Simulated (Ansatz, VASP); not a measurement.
**HgTe in VASP and in Ansatz**

The input INCAR:

```
SYSTEM = HgTe
  PREC = Accurate
  ENCUT = 520
  EDIFF = 1E-6
  ISMEAR = -1
  SIGMA = 0.08
  LREAL = .FALSE.
  LASPH = .TRUE.
  NELM = 100
  ALGO = Normal
  ISIF = 2
  LWAVE = .FALSE.
  LCHARG = .FALSE.
  GGA = PS
  NBANDS = 16
```

Contents of KPOINTS:

```
regular mesh
0
G
  12 12 12
  0 0 0
```

Contents of POSCAR:

```
HgTe
1.0
    0.0000000000      2.8922850000      2.9215000000
    2.8922850000      0.0000000000      2.9215000000
    2.8922850000      2.8922850000      0.0000000000
Hg Te
1 1
Direct
    0.0000000000      0.0000000000      0.0000000000
    0.5000000000      0.5000000000      0.5000000000
```

Input for Ansatz:

```yaml
crystal:
  lattice:
    - [0.0, 2.892285, 2.9215]
    - [2.892285, 0.0, 2.9215]
    - [2.892285, 2.892285, 0.0]
  atoms:
    - { symbol: Hg, position: [0.0, 0.0, 0.0] }
    - { symbol: Te, position: [0.5, 0.5, 0.5] }
kpoints:
  mp_grid: { grid: [12, 12, 12] }
  band_path:
    path:
      - [0.0, 0.0, 0.0]
      - [0.0, 0.5, 0.5]
      - [0.25, 0.75, 0.5]
      - [0.0, 0.5, 0.0]
      - [0.0, 0.0, 0.0]
      - [0.5, 0.5, 0.0]
      - [0.3725125, 0.6274875, 0.0]
      - [-0.3725125, 0.3725125, 0.0]
      - [0.0, 0.0, 0.0]
    npoints: 5
scf:
  occupations: { method: fermi_dirac, width: 0.08 }
hamiltonian:
  xc: pbesol
  pseudopotentials: { kind: all_electron, lapw: { basis_error: 0.001 } }
output:
  forces: true
  stress: true
  eigenvalues: true
```

Change from the starting cell: equal xx and yy strain of -1 %.

Alike in both runs: task single point; functional PBEsol; k mesh 12 × 12 × 12; occupations fermi-dirac, width 0.08 eV; no spin polarisation.

```csv
,VASP,Ansatz
version,VASP 6.6.1,Ansatz 0.2.0
potentials or method,"VASP PAW PBE potentials, release 64 (Hg, Te), cutoff 520 eV","all-electron LAPW, scalar-relativistic"
```

Ansatz gave:

```
pressure (GPa)                                                : 8.0
traceless stress, the component that is largest in VASP (GPa) : -0.73
```

Question: Estimate VASP's values.

Answer: Pressure (GPa): 8.3; traceless stress, the component that is largest in VASP (GPa): -0.75.

VASP's potentials were made for PBE, not for PBEsol. Ansatz ran all-electron here, and VASP with PAW potentials.

Neither program's run includes spin-orbit coupling.
